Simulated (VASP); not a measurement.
HC9: single point with PBE+D3(BJ)

The system is HC9, a slab with vacuum.

```xyz
20
Lattice="7.3980 0.0000 0.0000 -3.6990 6.4069 0.0000 0.0000 0.0000 12.0000" Properties=species:S:1:pos:R:3 pbc="T T T"
C    -0.0694    0.0603    0.7725
C     1.2005    0.7350    0.8576
C    -1.3806    2.1979    0.8925
C    -0.0425    2.8817    0.9917
C    -2.5140    4.3741    0.9078
C    -1.2619    5.0710    0.9318
C     2.4290    0.0728    0.8003
C     3.6388    0.8015    0.6403
C     1.1943    2.1658    0.8498
C     2.4153    2.8636    0.7114
C    -0.0426    4.3496    0.8477
C     1.2394    4.9931    0.5904
C     4.8764    0.0425    0.6448
C     6.0961    0.7554    0.7538
C     3.6415    2.2333    0.6577
C     4.8598    2.9335    0.8506
C     2.4355    4.2875    0.7215
C     3.7034    5.0521    0.7942
H     4.2784    2.2616    3.3936
H     3.7841    2.0672    3.9409
```

```
Program                : VASP 6.6.1
Task                   : single point
Functional             : PBE
Dispersion             : D3(BJ)
Potentials or basis    : VASP PAW PBE potentials, release 64 (C, H)
Cutoff                 : 520 eV
k mesh                 : 2 × 2 × 1
Occupations            : fermi-dirac, width 0.02 eV
Spin                   : no spin polarisation
Dipole correction      : no
Further INCAR settings : LREAL = Auto; ALGO = Normal; EDIFF = 1e-06; NBANDS = 53
```

```
Largest force              : 4.141 eV/Å
Band gap on the k mesh     : 0.15 eV
Dispersion energy per atom : -0.084 eV
```

Forces in eV/Å, atoms in the order of the input:
```
C    0.837  0.328  0.648
C   -0.961  1.134 -0.504
C    4.107 -0.447  0.283
C   -1.040  0.666 -1.344
C    1.261 -1.050  0.116
C    0.733 -0.834 -0.741
C   -0.275  0.018 -0.076
C    1.583 -1.296  0.501
C   -1.609  0.141  0.128
C   -0.047  1.480  0.406
C    0.494 -1.721 -0.066
C   -1.997  1.293  1.769
C   -0.372  0.128 -0.376
C   -0.235  0.697 -0.014
C    0.103 -1.602  0.537
C   -0.253  0.542 -0.485
C    0.685  1.090 -0.547
C   -3.003 -0.560 -0.297
H   -0.251 -0.102  0.314
H    0.244  0.093 -0.251
```

Levels at points of the mesh, in eV from the valence-band top:
```
           k point  band 35  band 36  band 37  band 38  band 39  band 40
(0.00, 0.00, 0.00)    -2.56    -0.18     0.00     0.15     0.32     3.44
(0.50, 0.00, 0.00)    -2.54    -2.31    -2.22     1.84     2.27     2.46
(0.00, 0.50, 0.00)    -2.44    -2.37    -2.27     1.84     2.25     2.45
(0.50, 0.50, 0.00)    -2.50    -2.43    -2.05     1.46     2.43     2.52
```

Wall time 2.9 min on 1 thread of AMD EPYC 9R45 96-Core Processor (Zen 5), on a shared host, peak memory 0.54 GiB.

Caveat: the k points lie up to 0.49 Å⁻¹ apart; the atoms stand as in a frame of molecular dynamics; there is no dipole correction, which matters where the two faces differ.
